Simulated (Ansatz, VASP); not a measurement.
## One calculation of Yb, two programs

The input INCAR:

```
SYSTEM = Yb
ALGO = Normal
EDIFF = 1E-6
ENCUT = 520
GGA = RE
ISIF = 2
ISMEAR = -1
LASPH = .True.
LCHARG = .False.
LREAL = .False.
LWAVE = .False.
NBANDS = 18
NELM = 100
PREC = Accurate
SIGMA = 0.1
```

KPOINTS

```
k-points
0
Gamma
  12 12 12
  0 0 0
```

Contents of POSCAR:

```
Yb
1.0
   -2.0394903211      2.0394903211      2.0394903211
    2.0394903211     -2.0394903211      2.0394903211
    2.0394903211      2.0394903211     -2.0394903211
Yb
1
Direct
    0.0000000000      0.0000000000      0.0000000000
```

Input for Ansatz:

```yaml
crystal:
  lattice:
    - [-2.0394903211, 2.0394903211, 2.0394903211]
    - [2.0394903211, -2.0394903211, 2.0394903211]
    - [2.0394903211, 2.0394903211, -2.0394903211]
  atoms:
    - { symbol: Yb, position: [0.0, 0.0, 0.0] }
hamiltonian:
  xc: revpbe
  pseudopotentials:
    kind: paw
    azcp:
      Yb: "pseudopotentials/Yb.paw.azcp"
basis:
  ecutwfc: 420
  fft_grid_basis: typed
kpoints:
  mp_grid: { grid: [12, 12, 12], shift: [0, 0, 0] }
magnetization:
  spin_polarized: false
scf:
  occupations: { method: fermi_dirac, width: 0.1 }
  lower_state_search: "off"
output:
  stress: true
```

Alike in both runs: task single point; functional revPBE; k mesh 12 × 12 × 12; occupations fermi-dirac, width 0.1 eV; no spin polarisation.

|  | VASP | Ansatz |
| --- | --- | --- |
| version | VASP 6.6.1 | Ansatz 0.2.0 |
| potentials or method | VASP PAW PBE potentials, release 64 (Yb), cutoff 520 eV | plane waves (420 eV) with PAW, scalar-relativistic |
| valence electrons in the cell | 24 | 24 |

Ansatz gave:

* pressure (GPa): 1.7

Question: Estimate VASP's values.

Answer: Pressure (GPa): 0.9.

VASP's potentials were made for PBE, not for revPBE. The functional is the same, so the differences come from potentials, cutoffs and numerics.

Spin-orbit coupling is off throughout.
